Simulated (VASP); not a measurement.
# ZnO (Fm-3m) in VASP: a series of runs

Aim: see how the results for ZnO move with the level of theory and the settings. Levels: PBE+D3(BJ), PBE-based screened hybrid. Tasks: single point.

Program: VASP 6.6.1. These are calculated values, not measurements. Logs are shortened: lines on timing, memory, paths and dates and some standing lists are left out, and cuts for length are marked.

**1. The cell of the first run**

It takes space group Fm-3m (No. 225, cubic). Conventional cell: a = 4.268 Å, b = 4.268 Å, c = 4.268 Å, α = 90.00°, β = 90.00°, γ = 90.00°. Within 2.8 Å of Zn (site symmetry m-3m) lie 6 O at 2.13 Å. Within 2.8 Å of O (site symmetry m-3m) lie 6 Zn at 2.13 Å.

**2. Single point, PBE+D3(BJ)**

Input file INCAR:

```
ALGO = Normal
EDIFF = 1E-6
ENCUT = 910
GGA = PE
GGA_COMPAT = F
ISIF = 2
ISMEAR = 0
IVDW = 12
LASPH = T
LCHARG = T
LELF = T
LREAL = F
LVHAR = T
LWAVE = F
NBANDS = 16
NELM = 120
PREC = Accurate
SIGMA = 0.01
```

Input file KPOINTS:

```
k-points
0
Gamma
  8 8 8
```

Input file POSCAR:

```
ZnO
1.0
    0.0000000000      2.1337703828      2.1337703828
    2.1337703828      0.0000000000      2.1337703828
    2.1337703828      2.1337703828      0.0000000000
Zn O
1 1
Direct
    0.0000000000      0.0000000000      0.0000000000
    0.5000000000      0.5000000000      0.5000000000
```

Potentials or basis: VASP PAW PBE potentials, release 64 (Zn, O_h).

On the command line:

```console
> cat potpaw_PBE.64/Zn/POTCAR potpaw_PBE.64/O_h/POTCAR > POTCAR
> mpirun -np 1 vasp_std > vasp.out
```

OUTCAR:

```text
EDIFF = 1E-6
   ENCUT = 910
   GGA = PE
   ISIF = 2
   ISMEAR = 0
   IVDW = 12
   LASPH = T
   LREAL = F
   NELM = 120
   PREC = Accurate
 IVDW          = 12

 ion  position               nearest neighbor table
   1  0.000  0.000  0.000-   2 2.13   2 2.13   2 2.13   2 2.13   2 2.13   2 2.13
   2  0.500  0.500  0.500-   1 2.13   1 2.13   1 2.13   1 2.13   1 2.13   1 2.13

  LATTYP: Found a face centered cubic cell.
 ALAT       =     4.2675407656

  Lattice vectors:

 A1 = (   0.0000000000,   2.1337703828,   2.1337703828)
 A2 = (   2.1337703828,   0.0000000000,   2.1337703828)
 A3 = (   2.1337703828,   2.1337703828,   0.0000000000)

Analysis of symmetry for initial positions (statically):
=====================================================================
 Subroutine PRICEL returns:
 Original cell was already a primitive cell.

 Routine SETGRP: Setting up the symmetry group for a
 face centered cubic supercell.

 Subroutine GETGRP returns: Found 48 space group operations
 (whereof 48 operations were pure point group operations)
 out of a pool of 48 trial point group operations.

The static configuration has the point symmetry O_h .

Analysis of symmetry for dynamics (positions and initial velocities):
=====================================================================
 Subroutine PRICEL returns:
 Original cell was already a primitive cell.

 Routine SETGRP: Setting up the symmetry group for a
 face centered cubic supercell.

 Subroutine GETGRP returns: Found 48 space group operations
 (whereof 48 operations were pure point group operations)
 out of a pool of 48 trial point group operations.

The dynamic configuration has the point symmetry O_h .

 Subroutine INISYM returns: Found 48 space group operations
 (whereof 48 operations are pure point group operations),
 and found     1 'primitive' translations

----------------------------------------------------------------------------------------

                                     Primitive cell

  volume of cell :      19.4300

  direct lattice vectors                    reciprocal lattice vectors
     0.000000000  2.133770383  2.133770383    -0.234326994  0.234326994  0.234326994
     2.133770383  0.000000000  2.133770383     0.234326994 -0.234326994  0.234326994
     2.133770383  2.133770383  0.000000000     0.234326994  0.234326994 -0.234326994

  length of vectors
     3.017607014  3.017607014  3.017607014     0.405866259  0.405866259  0.405866259
[... 80 lines left out ...]
   NELM   =    120;   NELMIN=  2; NELMDL= -5     # of ELM steps
   EDIFF  = 0.1E-05   stopping-criterion for ELM
   LREAL  =      F    real-space projection
   EDIFFG = 0.1E-04   stopping-criterion for IOM
   NSW    =      0    number of steps for IOM
   IBRION =     -1    ionic relax: 0-MD 1-quasi-New 2-CG
   NFREE  =      0    steps in history (QN), initial steepest desc. (CG)
   ISIF   =      2    stress and relaxation
   ISYM   =      2    0-nonsym 1-usesym 2-fastsym
   POTIM  = 0.5000    time-step for ionic-motion
   TEBEG  =    0.0;   TEEND  =   0.0 temperature during run
   PSTRESS=    0.0 pullay stress
   NELECT =      18.0000    total number of electrons
   NUPDOWN=      -1.0000    fix difference up-down
   EMIN   =  10.00;   EMAX   =-10.00  energy-range for DOS
   EFERMI =   0.00;   METHOD = LEGACY
   ISMEAR =     0;   SIGMA  =   0.01  broadening in eV -4-tet -1-fermi 0-gaus
   EFERMI_NEDOS =   21; number of points for ismear=-14 and -15
   IALGO  =     38    algorithm
   IMIX   =      4    mixing-type and parameters
     AMIX     =   0.40;   BMIX     =  1.00
     AMIX_MAG =   1.60;   BMIX_MAG =  1.00
  volume/ion in A,a.u.               =       9.72        65.56
  Fermi-wavevector in a.u.,A,eV,Ry     =   1.595908  3.015830 34.653003  2.546924
  Thomas-Fermi vector in A             =   2.693754
   LORBIT       =      0    0 simple, 1 ext, 2 COOP (PROOUT), +10 PAW based schemes
   GGA     = PE    functional components
   LHFCALC =     F    Hartree Fock is set to
   AEXX    =    0.0000 exact exchange contribution
   IVDW    =    12    specifies the selected vdW correction
   LEPSILON=     F    determine dielectric tensor
   LRPA    =     F    only Hartree local field effects (RPA)
 non-spin polarized calculation
 Gauss-broadening in eV      SIGMA  =   0.01
  energy-cutoff  :      910.00
  volume of cell :       19.43
 maximum number of plane-waves:      1243
 NGX is ok and might be reduce to    30
   NGX = 15   NGY = 15   NGZ = 15

 number of electron      18.0000004 magnetization

 Free energy of the ion-electron system (eV)
  ---------------------------------------------------
  ext. energy  EPLUGINS =         0.00000000
  ---------------------------------------------------
  free energy    TOTEN  =        -8.61141966 eV

  energy without entropy =       -8.61141966  energy(sigma->0) =       -8.61141966

 E-fermi :   3.3745     XC(G=0): -12.3478

 val. band max:        3.2211325264   @ k =   0.5000   0.0000   0.0000
 cond. band min:       4.1387770741   @ k =   0.0000   0.0000   0.0000
 fundamental gap:      0.9176445476
 Fermi energy:         3.3745396239

 k-point     1 :       0.0000    0.0000    0.0000
  band No.  band energies     occupation
      1     -15.4550      2.00000
      2      -1.6523      2.00000
      3      -1.6523      2.00000
      4      -1.6523      2.00000
      5      -1.4330      2.00000
      6      -1.4330      2.00000
[... 433 lines left out ...]
      3      -2.5159      2.00000
      4      -2.4218      2.00000
      5      -1.2375      2.00000
      6      -1.2147      2.00000
[... 8 lines left out ...]
     15      24.9161      0.00000
     16      29.6314      0.00000

 [... further k-points ...]

------------------------ aborting loop because EDIFF is reached ----------------------------------------

 Edisp (eV)   -0.54843

 E8    (eV) :    -0.2057

  FORCE on cell =-STRESS in cart. coord.  units (eV):
  Direction    XX          YY          ZZ          XY          YZ          ZX
  --------------------------------------------------------------------------------------
  -------------------------------------------------------------------------------------
  Total       0.51188     0.51188     0.51188    -0.00000     0.00000     0.00000
  in kB      42.20867    42.20867    42.20867    -0.00000     0.00000     0.00000
  external pressure =       42.21 kB  Pullay stress =        0.00 kB

 VOLUME and BASIS-vectors are now :
 -----------------------------------------------------------------------------
  energy-cutoff  :      910.00
  volume of cell :       19.43
      direct lattice vectors                 reciprocal lattice vectors
     0.000000000  2.133770383  2.133770383    -0.234326994  0.234326994  0.234326994
     2.133770383  0.000000000  2.133770383     0.234326994 -0.234326994  0.234326994
     2.133770383  2.133770383  0.000000000     0.234326994  0.234326994 -0.234326994

 POSITION                                       TOTAL-FORCE (eV/Angst)
 -----------------------------------------------------------------------------------
      0.00000      0.00000      0.00000         0.000000     -0.000000      0.000000
      2.13377      2.13377      2.13377        -0.000000      0.000000      0.000000
 -----------------------------------------------------------------------------------
    total drift:                                0.000000      0.000000      0.000000

  FREE ENERGIE OF THE ION-ELECTRON SYSTEM (eV)
  ---------------------------------------------------
  free  energy   TOTEN  =        -9.1598475982 eV

  energy  without entropy=       -9.1598475982  energy(sigma->0) =       -9.15984760
```

OSZICAR:

```text
N       E                     dE             d eps       ncg     rms          rms(c)
DAV:   1     0.137383149144E+03    0.13738E+03   -0.13256E+04   968   0.257E+03
DAV:   2     0.422708102322E+00   -0.13696E+03   -0.12136E+03  1152   0.402E+02
DAV:   3    -0.998615299397E+01   -0.10409E+02   -0.10310E+02   984   0.988E+01
DAV:   4    -0.100864110567E+02   -0.10026E+00   -0.10021E+00  1208   0.985E+00
DAV:   5    -0.100867257378E+02   -0.31468E-03   -0.31468E-03  1000   0.598E-01    0.962E+00
DAV:   6    -0.863856149005E+01    0.14482E+01   -0.27654E+00  1472   0.491E+01    0.651E+00
DAV:   7    -0.862645397854E+01    0.12108E-01   -0.41576E-01  1088   0.112E+01    0.361E+00
DAV:   8    -0.861307423650E+01    0.13380E-01   -0.71251E-02   976   0.280E+00    0.562E-01
DAV:   9    -0.861131344674E+01    0.17608E-02   -0.43687E-03  1496   0.109E+00    0.101E-01
DAV:  10    -0.861141474313E+01   -0.10130E-03   -0.10448E-03   992   0.328E-01    0.632E-02
DAV:  11    -0.861142038148E+01   -0.56383E-05   -0.45392E-05  1264   0.120E-01    0.130E-02
DAV:  12    -0.861141966116E+01    0.72032E-06   -0.35283E-06  1064   0.237E-02
   1 F= -.91598476E+01 E0= -.91598476E+01  d E =-.546919-106
```

stdout:

```text
POSCAR found type information on POSCAR ZnO
 POSCAR found :  2 types and       2 ions
 scaLAPACK will be used
 LDA part: xc-table for (Slater+PW92), standard interpolation
 POSCAR, INCAR and KPOINTS ok, starting setup
 FFT: planning ... GRIDC
 FFT: planning ... GRID_SOFT
 FFT: planning ... GRID
 WAVECAR not read
 entering main loop
```

Wall time 11 s (1 thread of Intel Xeon 6975P-C (Granite Rapids), shared host); peak memory 0.18 GiB.

What came out:

| Property | Result |
| --- | --- |
| Free energy | -9.1598 eV |
| Pressure | 4.2 GPa |
| Band gap on the k mesh | 0.92 eV, indirect (least direct gap 2.32 eV) |
| Dispersion energy per atom | -0.274 eV |

Levels at points of the mesh, in eV from the valence-band top:
```
           k point  band 6  band 7  band 8  band 9  band 10  band 11  band 12  band 13
(0.00, 0.00, 0.00)   -4.65   -1.40   -1.40   -1.40     0.92    18.03    18.03    18.03
(0.50, 0.00, 0.00)   -4.44   -3.62    0.00    0.00     5.45     9.16    12.86    12.86
(0.50, 0.50, 0.00)   -4.32   -4.00   -2.85   -2.85     4.26    10.72    11.29    15.49
```

Caveat: the cutoff is under 1.25 times the usual one of these potentials, so pressure, stress and relaxed cells hold a basis-set (Pulay) error.

**3. Single point, PBE-based screened hybrid**

POSCAR is that of step 2.

Input file INCAR.step1:

```
SYSTEM = ZnO
PREC = Accurate ; ENCUT = 910
EDIFF = 1E-5 ; ISMEAR = 0
SIGMA = 0.01 ; LREAL = .False.
LASPH = .True. ; NELM = 120
ALGO = Normal ; ISIF = 2
LWAVE = .True. ; LCHARG = .False.
GGA = PE ; NBANDS = 16
GGA_COMPAT = .False.
```

Input file INCAR.step2:

```
SYSTEM = ZnO
PREC = Accurate ; ENCUT = 910
EDIFF = 1E-6 ; ISMEAR = 0
SIGMA = 0.01 ; LREAL = .False.
LASPH = .True. ; NELM = 120
ALGO = Normal ; ISIF = 2
LWAVE = .False. ; LCHARG = .False.
GGA = PE ; LHFCALC = .True.
AEXX = 0.1 ; HFSCREEN = 0.1
PRECFOCK = Normal ; ISTART = 1
NBANDS = 16 ; GGA_COMPAT = .False.
```

Input file KPOINTS:

```
Automatic mesh
0
Gamma
  4 4 4
  0 0 0
```

Potentials or basis: VASP PAW PBE potentials, release 64 (Zn, O_h).

On the command line:

```console
> cat potpaw_PBE.64/Zn/POTCAR potpaw_PBE.64/O_h/POTCAR > POTCAR
> cp INCAR.step1 INCAR
> mpirun -np 1 vasp_std > vasp.out
> cp INCAR.step2 INCAR
> mpirun -np 1 vasp_std > vasp.out
```

It took 2.5 min on 1 thread of Intel Xeon 6975P-C (Granite Rapids), shared host; peak memory 0.27 GiB.

The run converged. Its results:

| Property | Result |
| --- | --- |
| Free energy | -9.6895 eV |
| Pressure | 5.7 GPa |
| Band gap on the k mesh | 1.76 eV, indirect (least direct gap 3.09 eV) |

Levels at points of the mesh, in eV from the valence-band top:
```
           k point  band 6  band 7  band 8  band 9  band 10  band 11  band 12  band 13
(0.00, 0.00, 0.00)   -5.15   -1.33   -1.33   -1.33     1.76    18.99    18.99    18.99
(0.50, 0.00, 0.00)   -4.90   -3.93    0.00    0.00     6.30    10.33    13.88    13.88
(0.50, 0.50, 0.00)   -4.79   -4.48   -2.83   -2.83     5.24    11.83    12.11    16.69
```

Caveat: the k points lie up to 0.64 Å⁻¹ apart; the cutoff is under 1.25 times the usual one of these potentials, so pressure, stress and relaxed cells hold a basis-set (Pulay) error; the PAW data sets were made with another functional, which shifts forces and pressure a little. A k mesh can miss the band edges.

**4. Single point, PBE-based screened hybrid**

POSCAR is that of step 3.

Input file INCAR.step1:

```
PREC = Accurate
ENCUT = 910
EDIFF = 1E-5
ISMEAR = 0
SIGMA = 0.01
LREAL = F
LASPH = T
NELM = 120
ALGO = Normal
ISIF = 2
LWAVE = T
LCHARG = F
GGA = PE
NBANDS = 16
GGA_COMPAT = F
```

Input file INCAR.step2:

```
PREC = Accurate
ENCUT = 910
EDIFF = 1E-6
ISMEAR = 0
SIGMA = 0.01
LREAL = F
LASPH = T
NELM = 120
ALGO = Normal
ISIF = 2
LWAVE = F
LCHARG = F
GGA = PE
LHFCALC = T
AEXX = 0.05
HFSCREEN = 0.3
PRECFOCK = Normal
ISTART = 1
NBANDS = 16
GGA_COMPAT = F
```

Input file KPOINTS:

```
Automatic mesh
0
Gamma
  4 4 4
```

On the command line:

```console
> cat potpaw_PBE.64/Zn/POTCAR potpaw_PBE.64/O_h/POTCAR > POTCAR
> cp INCAR.step1 INCAR
> mpirun -np 1 vasp_std > vasp.out
> cp INCAR.step2 INCAR
> mpirun -np 1 vasp_std > vasp.out
```

It took 3.5 min on 1 thread of AMD EPYC 9R45 (Zen 5), shared host; peak memory 0.25 GiB.

The run converged. Its results:

```
Free energy            : -9.0090 eV
Pressure               : 7.4 GPa
Band gap on the k mesh : 1.21 eV, indirect (least direct gap 2.57 eV)
```

Levels at points of the mesh, in eV from the valence-band top:
```
           k point  band 7  band 8  band 9  band 10  band 11  band 12
(0.00, 0.00, 0.00)   -1.36   -1.36   -1.36     1.21    18.36    18.36
(0.50, 0.00, 0.00)   -3.78    0.00    0.00     5.74     9.60    13.22
(0.50, 0.50, 0.00)   -4.25   -2.84   -2.84     4.60    11.13    11.56
```

Caveat: the k points lie up to 0.64 Å⁻¹ apart; the cutoff is under 1.25 times the usual one of these potentials, so pressure, stress and relaxed cells hold a basis-set (Pulay) error; the PAW data sets were made with another functional, which shifts forces and pressure a little.

**5. Summary**

```tsv
level	k mesh	grid for exact exchange (PRECFOCK)	share of exact exchange	screening parameter	gap on the mesh (eV)	pressure (GPa)
PBE+D3(BJ)	8 × 8 × 8	-	-	-	0.92	4.2
PBE-based screened hybrid	4 × 4 × 4	Normal	0.1	0.1 1/Å	1.76	5.7
PBE-based screened hybrid	4 × 4 × 4	Normal	0.05	0.3 1/Å	1.21	7.4
```

Alike in all rows: task single point; potentials or basis VASP PAW PBE potentials, release 64 (Zn, O_h); no spin polarisation; cell as given; cutoff (eV) 910; smearing gaussian 0.01 eV.

Caveats: some runs use coarse meshes; the cutoff is under 1.25 times the usual one of these potentials, so pressure, stress and relaxed cells hold a basis-set (Pulay) error; the PAW data sets were made with another functional, which shifts forces and pressure a little (some runs).

Total energies depend on the potentials used, so only differences within one code and one set of settings carry meaning.
